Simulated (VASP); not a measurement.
Write the native input for VASP 6.6.1 that does the following.

- Task: single point
- Functional: LDA
- Potentials or basis: VASP PAW LDA potentials, release 64 (Mo_sv)
- Cutoff: 520 eV
- k mesh: 9 × 9 × 1
- Occupations: gaussian, width 0.1 eV
- Spin: no spin polarisation
- Dipole correction: yes
- Further INCAR settings: ALGO = Normal; EDIFF = 1e-06; NBANDS = 43

The structure of Mo lies in POSCAR:

```
Mo
1.0
    3.1113246204      0.0000000000      0.0000000000
    0.0000000000      3.1113246204      0.0000000000
    0.0000000000      0.0000000000     23.2226492409
Mo
5
Direct
    0.5000000000      0.5000000000      0.3660219776
    0.0000000000      0.0000000000      0.4330109888
    0.5000000000      0.5000000000      0.4982856221
    0.0000000000      0.0000000000      0.5678918548
    0.5000000000      0.5000000000      0.6268485149
```

The input as run:

INCAR

```
ALGO = Normal ; DIPOL = 0.5 0.5 0.498
EDIFF = 1E-6 ; ENCUT = 520
GGA = CA ; IDIPOL = 3
ISIF = 2 ; ISMEAR = 0
LASPH = True ; LCHARG = False
LDIPOL = True ; LREAL = False
LWAVE = False ; NBANDS = 43
NELM = 60 ; PREC = Accurate
SIGMA = 0.1
```

KPOINTS

```
k-points
0
Gamma
  9 9 1
```

Potentials or basis: VASP PAW LDA potentials, release 64 (Mo_sv).

Command:

```sh
$ cat potpaw_LDA.64/Mo_sv/POTCAR > POTCAR
$ mpirun -np 1 vasp_std > vasp.out
```

It gave:

```
Largest force          : 1.100 eV/Å
Band gap on the k mesh : zero (bands 35 and 36 overlap by 1.68 eV)
```

It took 11 min on 1 thread of Intel Xeon 8259CL (shared host), peak memory 0.3 GiB.
